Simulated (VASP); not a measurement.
Set up this calculation in VASP 6.6.1, as the native input.

| Property | Result |
| --- | --- |
| Task | single point |
| Functional | PBE |
| Potentials or basis | VASP PAW PBE potentials, release 64 (Pb_d, O) |
| Cutoff | 520 eV |
| k mesh | 8 × 8 × 6 |
| Occupations | gaussian, width 0.05 eV |
| Spin | no spin polarisation |
| Dipole correction | no |
| Further INCAR settings | ALGO = Normal; EDIFF = 1e-07; NBANDS = 28 |

The structure of PbO lies in POSCAR:

```
PbO
1.0
    4.0396621660      0.0228697626     -0.0790748756
    0.0228697626      4.1073631646      0.0006508336
   -0.1090972633      0.0008979358      5.5428513986
Pb O
2 2
Direct
    0.4901373914     -0.0072511925      0.2131344630
    0.0017144268      0.5074440142      0.7929270807
    0.0036772214     -0.0056600576      0.0077724210
    0.5044709604      0.5054672359     -0.0138339648
```

This cell differs from its parent crystal: atoms moved at random and the cell strained at random.

These files were run (other wordings do the same):

INCAR

```
PREC = Accurate ; ENCUT = 520
EDIFF = 1E-7 ; ISMEAR = 0
SIGMA = 0.05 ; LREAL = F
LASPH = T ; NELM = 100
ALGO = Normal ; ISIF = 2
LWAVE = F ; LCHARG = F
GGA = PE ; NBANDS = 28
```

KPOINTS

```
Automatic mesh
0
Gamma
  8 8 6
```

Potentials or basis: VASP PAW PBE potentials, release 64 (Pb_d, O).

Launch:

```sh
$ cat potpaw_PBE.64/Pb_d/POTCAR potpaw_PBE.64/O/POTCAR > POTCAR
$ mpirun -np 1 vasp_std > vasp.out
```

Results of the run:

```json
{
 "Pressure": "1.3 GPa",
 "Largest force": "0.820 eV/Å",
 "Band gap on the k mesh": "1.70 eV (least direct gap 1.92 eV)"
}
```

Caveat: the cell differs from its parent crystal (atoms moved at random and the cell strained at random); spin-orbit coupling is left out, which moves the levels of the heavy elements.

Run time: 7.1 min on 1 thread of AMD EPYC 7R13 Processor (Zen 3), on a shared host, peak memory 0.46 GiB.
